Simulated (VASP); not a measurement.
# LaHfSb3 (Pm-3m) in VASP: further runs

Runs on LaHfSb3. Level: PBE. Tasks: single point, relaxation of cell and atoms.

Program: VASP 6.6.1. These are calculated values, not measurements. Logs are shortened: lines on timing, memory, paths and dates and some standing lists are left out, and cuts for length are marked.

### 1 The cell of the first run

The structure is cubic, space group Pm-3m (No. 221). Conventional cell: a = 5.835 Å, b = 5.835 Å, c = 5.835 Å, α = 90.00°, β = 90.00°, γ = 90.00°. La (site symmetry m-3m) has 6 Sb at 2.92 Å within 3.8 Å. Hf (site symmetry m-3m) has 12 Sb at 4.13 Å and 8 La at 5.05 Å within 5.4 Å. Within 3.8 Å of Sb (site symmetry 4/mmm) lie 2 La at 2.92 Å.

The cell was generated, and may not be a known phase.

### 2 Single point, PBE

INCAR

```
SYSTEM = LaHfSb3
PREC = Accurate
ENCUT = 520
EDIFF = 1E-6
ISMEAR = 0
SIGMA = 0.1
LREAL = .FALSE.
LASPH = .TRUE.
NELM = 100
ALGO = Normal
ISIF = 2
LWAVE = .FALSE.
LCHARG = .FALSE.
GGA = PE
NBANDS = 26
```

KPOINTS

```
regular mesh
0
G
  4 4 4
  0 0 0
```

POSCAR

```
LaHfSb3
1.0
    5.8348020291      0.0000000000      0.0000000000
    0.0000000000      5.8348020291      0.0000000000
    0.0000000000      0.0000000000      5.8348020291
La Hf Sb
1 1 3
Direct
    0.5000000000      0.5000000000      0.5000000000
    0.0000000000      0.0000000000      0.0000000000
    0.0000000000      0.5000000000      0.5000000000
    0.5000000000      0.0000000000      0.5000000000
    0.5000000000      0.5000000000      0.0000000000
```

Potentials or basis: VASP PAW PBE potentials, release 64 (La, Hf_pv, Sb).

Command:

```console
$ cat potpaw_PBE.64/La/POTCAR potpaw_PBE.64/Hf_pv/POTCAR potpaw_PBE.64/Sb/POTCAR > POTCAR
$ mpirun -np 1 vasp_std > vasp.out
```

OUTCAR:

```text
SYSTEM = LaHfSb3
   PREC = Accurate
   ENCUT = 520
   EDIFF = 1E-6
   ISMEAR = 0
   LREAL = .FALSE.
   LASPH = .TRUE.
   NELM = 100
   ISIF = 2
   GGA = PE

 ion  position               nearest neighbor table
   1  0.500  0.500  0.500-   3 2.92   4 2.92   5 2.92   5 2.92   4 2.92   3 2.92
   2  0.000  0.000  0.000-
   3  0.000  0.500  0.500-   1 2.92   1 2.92
   4  0.500  0.000  0.500-   1 2.92   1 2.92
   5  0.500  0.500  0.000-   1 2.92   1 2.92

  LATTYP: Found a simple cubic cell.
 ALAT       =     5.8348020291

  Lattice vectors:

 A1 = (   5.8348020291,   0.0000000000,   0.0000000000)
 A2 = (   0.0000000000,   5.8348020291,   0.0000000000)
 A3 = (   0.0000000000,   0.0000000000,   5.8348020291)

Analysis of symmetry for initial positions (statically):
=====================================================================
 Subroutine PRICEL returns:
 Original cell was already a primitive cell.

 Routine SETGRP: Setting up the symmetry group for a
 simple cubic supercell.

 Subroutine GETGRP returns: Found 48 space group operations
 (whereof 48 operations were pure point group operations)
 out of a pool of 48 trial point group operations.

The static configuration has the point symmetry O_h .

Analysis of symmetry for dynamics (positions and initial velocities):
=====================================================================
 Subroutine PRICEL returns:
 Original cell was already a primitive cell.

 Routine SETGRP: Setting up the symmetry group for a
 simple cubic supercell.

 Subroutine GETGRP returns: Found 48 space group operations
 (whereof 48 operations were pure point group operations)
 out of a pool of 48 trial point group operations.

The dynamic configuration has the point symmetry O_h .

 Subroutine INISYM returns: Found 48 space group operations
 (whereof 48 operations are pure point group operations),
 and found     1 'primitive' translations

----------------------------------------------------------------------------------------

                                     Primitive cell

  volume of cell :     198.6453

  direct lattice vectors                    reciprocal lattice vectors
     5.834802029  0.000000000  0.000000000     0.171385421  0.000000000  0.000000000
     0.000000000  5.834802029  0.000000000     0.000000000  0.171385421  0.000000000
     0.000000000  0.000000000  5.834802029     0.000000000  0.000000000  0.171385421

  length of vectors
     5.834802029  5.834802029  5.834802029     0.171385421  0.171385421  0.171385421

  position of ions in fractional coordinates (direct lattice)
     0.500000000  0.500000000  0.500000000
     0.000000000  0.000000000  0.000000000
     0.000000000  0.500000000  0.500000000
     0.500000000  0.000000000  0.500000000
     0.500000000  0.500000000  0.000000000

  ion indices of the primitive-cell ions
   primitive index   ion index
                 1           1
                 2           2
                 3           3
                 4           4
                 5           5

----------------------------------------------------------------------------------------

 KPOINTS: regular mesh

Automatic generation of k-mesh.
 Grid dimensions read from file:
 generate k-points for:    4    4    4

 Generating k-lattice:

  Cartesian coordinates                     Fractional coordinates (reciprocal lattice)
     0.042846355  0.000000000  0.000000000     0.250000000  0.000000000  0.000000000
     0.000000000  0.042846355  0.000000000     0.000000000  0.250000000  0.000000000
     0.000000000  0.000000000  0.042846355     0.000000000  0.000000000  0.250000000

  Length of vectors
     0.042846355  0.042846355  0.042846355

  Shift w.r.t. Gamma in fractional coordinates (k-lattice)
     0.000000000  0.000000000  0.000000000

 Subroutine IBZKPT returns following result:
 ===========================================

 Found     10 irreducible k-points:

 Following reciprocal coordinates:
            Coordinates               Weight
  0.000000  0.000000  0.000000      1.000000
  0.250000  0.000000  0.000000      6.000000
  0.500000  0.000000  0.000000      3.000000
  0.250000  0.250000  0.000000     12.000000
  0.500000  0.250000  0.000000     12.000000
  0.500000  0.500000  0.000000      3.000000
  0.250000  0.250000  0.250000      8.000000
  0.500000  0.250000  0.250000     12.000000
  0.500000  0.500000  0.250000      6.000000
  0.500000  0.500000  0.500000      1.000000
   k-points           NKPTS =     10   k-points in BZ     NKDIM =     10   number of bands    NBANDS=     26
   number of dos      NEDOS =    301   number of ions     NIONS =      5
   total plane-waves  NPLWV = 110592
   dimension x,y,z NGX =    48 NGY =   48 NGZ =   48
   dimension x,y,z NGXF=    96 NGYF=   96 NGZF=   96
   ions per type =               1   1   3
   NGX,Y,Z   is equivalent  to a cutoff of  13.68, 13.68, 13.68 a.u.
   NGXF,Y,Z  is equivalent  to a cutoff of  27.35, 27.35, 27.35 a.u.
 SYSTEM =  LaHfSb3
   PREC   = accura    normal or accurate (medium, high low for compatibility)
   ISTART =      0    job   : 0-new  1-cont  2-samecut
   ICHARG =      2    charge: 1-file 2-atom 10-const
   ISPIN  =      1    spin polarized calculation?
   LNONCOLLINEAR =      F non collinear calculations
   LSORBIT =      F    spin-orbit coupling
   LASPH  =      T    aspherical Exc in radial PAW
   ENCUT  =  520.0 eV  38.22 Ry    6.18 a.u.  10.85 10.85 10.85*2*pi/ulx,y,z
   NELM   =    100;   NELMIN=  2; NELMDL= -5     # of ELM steps
   EDIFF  = 0.1E-05   stopping-criterion for ELM
   LREAL  =      F    real-space projection
   EDIFFG = 0.1E-04   stopping-criterion for IOM
   NSW    =      0    number of steps for IOM
   IBRION =     -1    ionic relax: 0-MD 1-quasi-New 2-CG
   NFREE  =      0    steps in history (QN), initial steepest desc. (CG)
   ISIF   =      2    stress and relaxation
   ISYM   =      2    0-nonsym 1-usesym 2-fastsym
   POTIM  = 0.5000    time-step for ionic-motion
   TEBEG  =    0.0;   TEEND  =   0.0 temperature during run
   PSTRESS=    0.0 pullay stress
   NELECT =      36.0000    total number of electrons
   NUPDOWN=      -1.0000    fix difference up-down
   EMIN   =  10.00;   EMAX   =-10.00  energy-range for DOS
   EFERMI =   0.00;   METHOD = LEGACY
   ISMEAR =     0;   SIGMA  =   0.10  broadening in eV -4-tet -1-fermi 0-gaus
   EFERMI_NEDOS =   21; number of points for ismear=-14 and -15
   IALGO  =     38    algorithm
   IMIX   =      4    mixing-type and parameters
     AMIX     =   0.40;   BMIX     =  1.00
     AMIX_MAG =   1.60;   BMIX_MAG =  1.00
  volume/ion in A,a.u.               =      39.73       268.10
  Fermi-wavevector in a.u.,A,eV,Ry     =   0.926438  1.750713 11.677700  0.858287
  Thomas-Fermi vector in A             =   2.052400
   LORBIT       =      0    0 simple, 1 ext, 2 COOP (PROOUT), +10 PAW based schemes
   GGA     = PE    functional components
   LHFCALC =     F    Hartree Fock is set to
   AEXX    =    0.0000 exact exchange contribution
   IVDW    =     0    specifies the selected vdW correction
   LEPSILON=     F    determine dielectric tensor
   LRPA    =     F    only Hartree local field effects (RPA)
 non-spin polarized calculation
 Gauss-broadening in eV      SIGMA  =   0.10
  energy-cutoff  :      520.00
  volume of cell :      198.65
 maximum number of plane-waves:      5400
 NGX is ok and might be reduce to    48
   NGX = 21   NGY = 21   NGZ = 21

 number of electron      36.0000002 magnetization

 Free energy of the ion-electron system (eV)
  ---------------------------------------------------
  ext. energy  EPLUGINS =         0.00000000
  ---------------------------------------------------
  free energy    TOTEN  =       -22.12590500 eV

  energy without entropy =      -22.10548934  energy(sigma->0) =      -22.11569717

 E-fermi :   4.0678     XC(G=0):  -8.6101

 val. band max:        4.0104954684   @ k =   0.2500   0.2500   0.0000
 cond. band min:       4.1699974042   @ k =   0.5000   0.2500   0.2500
 fundamental gap:      0.1595019357
 Fermi energy:         4.0678472354

 k-point     1 :       0.0000    0.0000    0.0000
  band No.  band energies     occupation
      1     -29.1871      2.00000
      2     -29.1871      2.00000
      3     -29.1871      2.00000
      4     -27.6759      2.00000
      5     -11.8305      2.00000
      6     -11.8305      2.00000
[... 18 lines left out ...]
     25       4.9821      0.00000
     26       5.8213      0.00000

 k-point     2 :       0.2500    0.0000    0.0000
  band No.  band energies     occupation
      1     -29.1871      2.00000
      2     -29.1871      2.00000
      3     -29.1871      2.00000
      4     -27.6766      2.00000
      5     -11.8720      2.00000
      6     -11.8279      2.00000
[... 18 lines left out ...]
     25       5.0216      0.00000
     26       5.6899      0.00000

 k-point     3 :       0.5000    0.0000    0.0000
  band No.  band energies     occupation
      1     -29.1872      2.00000
      2     -29.1871      2.00000
      3     -29.1871      2.00000
      4     -27.6774      2.00000
      5     -11.9120      2.00000
      6     -11.8254      2.00000
[... 18 lines left out ...]
     25       5.5471      0.00000
     26       5.5889      0.00000

 k-point     4 :       0.2500    0.2500    0.0000
  band No.  band energies     occupation
      1     -29.1871      2.00000
      2     -29.1871      2.00000
      3     -29.1871      2.00000
      4     -27.6774      2.00000
      5     -11.8697      2.00000
      6     -11.8687      2.00000
[... 18 lines left out ...]
     25       5.3989      0.00000
     26       6.5023      0.00000
[... 90 lines left out ...]
      1     -29.1872      2.00000
      2     -29.1871      2.00000
      3     -29.1871      2.00000
      4     -27.6788      2.00000
      5     -11.9061      2.00000
      6     -11.8641      2.00000
[... 18 lines left out ...]
     25       5.3998      0.00000
     26       6.4523      0.00000

 k-point     9 :       0.5000    0.5000    0.2500
  band No.  band energies     occupation
      1     -29.1872      2.00000
      2     -29.1872      2.00000
      3     -29.1871      2.00000
      4     -27.6795      2.00000
      5     -11.9032      2.00000
      6     -11.9032      2.00000
[... 18 lines left out ...]
     25       5.7379      0.00000
     26       7.0810      0.00000

 k-point    10 :       0.5000    0.5000    0.5000
  band No.  band energies     occupation
      1     -29.1872      2.00000
      2     -29.1872      2.00000
      3     -29.1872      2.00000
      4     -27.6802      2.00000
      5     -11.9004      2.00000
      6     -11.9004      2.00000
[... 18 lines left out ...]
     25       5.5087      0.00000
     26       7.1523      0.00000

------------------------ aborting loop because EDIFF is reached ----------------------------------------

  FORCE on cell =-STRESS in cart. coord.  units (eV):
  Direction    XX          YY          ZZ          XY          YZ          ZX
  --------------------------------------------------------------------------------------
  -------------------------------------------------------------------------------------
  Total       -0.0661296     -0.0661296     -0.0661296     -0.0000000     -0.0000000      0.0000000
  in kB       -0.5333697     -0.5333697     -0.5333697     -0.0000000     -0.0000000      0.0000000
  external PRESSURE =      -0.5333697 kB  Pullay stress =       0.0000000 kB

 VOLUME and BASIS-vectors are now :
 -----------------------------------------------------------------------------
  energy-cutoff  :      520.00
  volume of cell :      198.65
      direct lattice vectors                 reciprocal lattice vectors
     5.834802029  0.000000000  0.000000000     0.171385421  0.000000000  0.000000000
     0.000000000  5.834802029  0.000000000     0.000000000  0.171385421  0.000000000
     0.000000000  0.000000000  5.834802029     0.000000000  0.000000000  0.171385421

 POSITION                                       TOTAL-FORCE (eV/Angst)
 -----------------------------------------------------------------------------------
      2.91740      2.91740      2.91740         0.000000      0.000000      0.000000
      0.00000      0.00000      0.00000         0.000000      0.000000      0.000000
      0.00000      2.91740      2.91740         0.000000      0.000000      0.000000
      2.91740      0.00000      2.91740         0.000000      0.000000      0.000000
      2.91740      2.91740      0.00000         0.000000      0.000000      0.000000
 -----------------------------------------------------------------------------------
    total drift:                                0.000000     -0.000000     -0.000000

  FREE ENERGIE OF THE ION-ELECTRON SYSTEM (eV)
  ---------------------------------------------------
  free  energy   TOTEN  =       -22.1259050027 eV

  energy  without entropy=      -22.1054893416  energy(sigma->0) =      -22.11569717
```

Wall time 1.8 min (1 thread of Intel Xeon Platinum 8259CL at 2.50GHz (Skylake/Cascade Lake), shared host); peak memory 0.36 GiB.

What came out:

```yaml
Free_energy: -22.1259 eV
Pressure: -0.1 GPa
Band_gap_on_the_k_mesh: zero (bands 18 and 19 overlap by 0.54 eV)
```

Caveat: spin-orbit coupling is left out, which moves the levels of the heavy elements.

### 3 Relaxation of cell and atoms, PBE

INCAR

```
ALGO     = Normal         # electronic algorithm
EDIFF    = 1E-7           # SCF threshold, eV
EDIFFG   = -0.01          # ionic threshold
ENCUT    = 600            # plane-wave cutoff, eV
GGA      = PE             # functional
IBRION   = 2              # ionic algorithm
ISIF     = 3              # what is computed and relaxed
ISMEAR   = 0              # smearing method
LASPH    = T              # aspherical terms in the spheres
LCHARG   = F              # write CHGCAR
LREAL    = F              # projectors in reciprocal space
LWAVE    = F              # write WAVECAR
NELM     = 60             # most SCF steps
NSW      = 100            # ionic steps
PREC     = Accurate       # precision mode
SIGMA    = 0.1            # smearing width, eV
```

KPOINTS

```
k-points
0
Gamma
  6 6 6
```

POSCAR is that of step 2.

Potentials or basis: VASP PAW PBE potentials, release 64 (La, Hf_pv, Sb).

Command:

```console
$ cat potpaw_PBE.64/La/POTCAR potpaw_PBE.64/Hf_pv/POTCAR potpaw_PBE.64/Sb/POTCAR > POTCAR
$ mpirun -np 1 vasp_std > vasp.out
```

Run time: 6.8 min. Hardware: 1 thread of Intel Xeon Platinum 8259CL at 2.50GHz (Skylake/Cascade Lake), shared host; peak memory 0.44 GiB.

The run converged. Its results:

```
Free energy                           : -21.9829 eV
Relaxed volume                        : 40.16 Å³/atom
Relaxed cell                          : a = 5.856 Å, b = 5.856 Å, c = 5.856 Å, α = 90.00°, β = 90.00°, γ = 90.00°
Space group after relaxing (to 0.1 Å) : Pm-3m (No. 221)
Energy gained by relaxing             : 0.3 meV/atom
Ionic steps                           : 2
Pressure after relaxing               : 0.0 GPa
Band gap on the k mesh                : zero (bands 18 and 19 overlap by 0.80 eV)
```

The path:
```
step  energy change (eV)  largest force (eV/Å)  pressure (GPa)  volume (Å³)
   1              0.0000                0.0000            0.30       198.65
   2             -0.0017                0.0000           -0.03       200.78
```

Final structure:
```cif
data_structure
_symmetry_space_group_name_H-M 'P 1'
_symmetry_Int_Tables_number 1
_cell_length_a 5.8556
_cell_length_b 5.8556
_cell_length_c 5.8556
_cell_angle_alpha 90.000
_cell_angle_beta 90.000
_cell_angle_gamma 90.000
_cell_volume 200.78
loop_
_atom_site_label
_atom_site_type_symbol
_atom_site_fract_x
_atom_site_fract_y
_atom_site_fract_z
_atom_site_occupancy
La1 La 0.50000 0.50000 0.50000 1
Hf1 Hf 0.00000 0.00000 0.00000 1
Sb1 Sb 0.00000 0.50000 0.50000 1
Sb2 Sb 0.50000 0.00000 0.50000 1
Sb3 Sb 0.50000 0.50000 0.00000 1
```

Levels at points of the mesh, in eV from the Fermi level:
```tsv
k point	band 13	band 14	band 15	band 16	band 17	band 18	band 19	band 20	band 21	band 22
(0.00, 0.00, 0.00)	-1.71	-1.31	-0.21	-0.21	-0.21	0.03	0.03	0.03	0.07	0.07
(0.50, 0.00, 0.00)	-1.58	-1.58	-1.50	-1.50	-1.30	0.17	0.38	0.59	0.59	1.21
(0.50, 0.50, 0.00)	-2.05	-1.76	-1.76	-1.23	-1.23	-0.19	0.17	0.17	0.44	0.74
(0.50, 0.50, 0.50)	-3.00	-2.84	-2.03	-2.03	-1.63	0.30	0.30	0.30	0.43	0.43
```

Caveat: the highest band is partly filled, so the run has too few bands; spin-orbit coupling is left out, which moves the levels of the heavy elements.

The gap in the log of VASP goes by the Fermi energy; the results here count the filled bands.